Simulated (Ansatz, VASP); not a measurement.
MgSiN: VASP beside Ansatz

```
CELL_PARAMETERS angstrom
3.42487 0.00000 0.00000
0.00000 3.42487 0.00000
0.00000 0.00000 7.61691
ATOMIC_POSITIONS crystal
Mg 0.50000 0.00000 0.15759
Mg 0.00000 0.50000 0.84241
Si 0.50000 0.00000 0.53362
Si 0.00000 0.50000 0.46638
N 0.50000 0.50000 0.00000
N 0.00000 0.00000 0.00000
```

Change from the starting cell: species swapped into the CeClO type (P4/nmm, No. 129).

Alike in both runs: functional PBE; k mesh 12 × 12 × 6; occupations gaussian, width 0.1 eV; no spin polarisation.

Ansatz relaxed the structure, and its values are those at the end. VASP's run is a single point on that final structure, the one shown.

|  | VASP | Ansatz |
| --- | --- | --- |
| version | VASP 6.6.1 | Ansatz 0.2.0 |
| potentials or method | VASP PAW PBE potentials, release 64 (Mg, Si, N), cutoff 520 eV | scalar-relativistic, plane waves, PAW |
| valence electrons in the cell | 22 | 38 |

|  | VASP | Ansatz | Ansatz less VASP |
| --- | --- | --- | --- |
| gap on the k mesh at the Fermi level (eV) | none | none | - |
| pressure (GPa) | -0.2 | 0.0 | +0.21 |

A gap of «none» marks a metal or a gap that the smearing closes. VASP's potentials hold 22 valence electrons a cell and Ansatz's 38, so a difference there can come from the potentials and not from the codes.
